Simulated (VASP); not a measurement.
Wanted: the native input for a VASP 6.6.1 run.

```yaml
Task: single point
Functional: PBE
Potentials_or_basis: VASP PAW PBE potentials, release 64 (Mo_sv, S)
Cutoff: 520 eV
k_mesh: 10 × 10 × 3
Occupations: fermi-dirac, width 0.05 eV
Spin: no spin polarisation
Dipole_correction: no
Further_INCAR_settings: ALGO = Normal; EDIFF = 1e-06; NBANDS = 35
```

The structure of MoS2 lies in POSCAR:

```
MoS2
1.0
    3.2311530343      0.0000000000      0.0000000000
   -1.6155765171      2.7982606112      0.0000000000
    0.0000000000      0.0000000000     12.5657084235
Mo S
2 4
Direct
    0.6666666667      0.3333333333      0.7500000000
    0.3333333333      0.6666666667      0.2500000000
    0.6666666667      0.3333333333      0.3770000000
    0.3333333333      0.6666666667      0.8770000000
    0.6666666667      0.3333333333      0.1230000000
    0.3333333333      0.6666666667      0.6230000000
```

This cell differs from its parent crystal: volume scaled by 1.06.

The input as run:

INCAR

```
ALGO = Normal
EDIFF = 1E-6
ENCUT = 520
GGA = PE
ISIF = 2
ISMEAR = -1
LASPH = True
LCHARG = True
LELF = True
LREAL = False
LVHAR = True
LWAVE = False
NBANDS = 35
NELM = 60
PREC = Accurate
SIGMA = 0.05
```

KPOINTS

```
k-points
0
Gamma
  10 10 3
```

Potentials or basis: VASP PAW PBE potentials, release 64 (Mo_sv, S).

The run is started by

```bash
$ cat potpaw_PBE.64/Mo_sv/POTCAR potpaw_PBE.64/S/POTCAR > POTCAR
$ mpirun -np 1 vasp_std > vasp.out
```

Results of the run:

The pressure is -5.9 GPa, the largest force is 0.921 eV/Å and the band gap on the k mesh is 0.98 eV, indirect (least direct gap 1.73 eV).

Caveat: this functional lacks dispersion, which binds the layers, so the pressure and a relaxed spacing across them are unreliable.

Run time: 50 s on 1 thread of Intel(R) Xeon(R) 6975P-C (Granite Rapids) (shared host), peak memory 0.26 GiB.
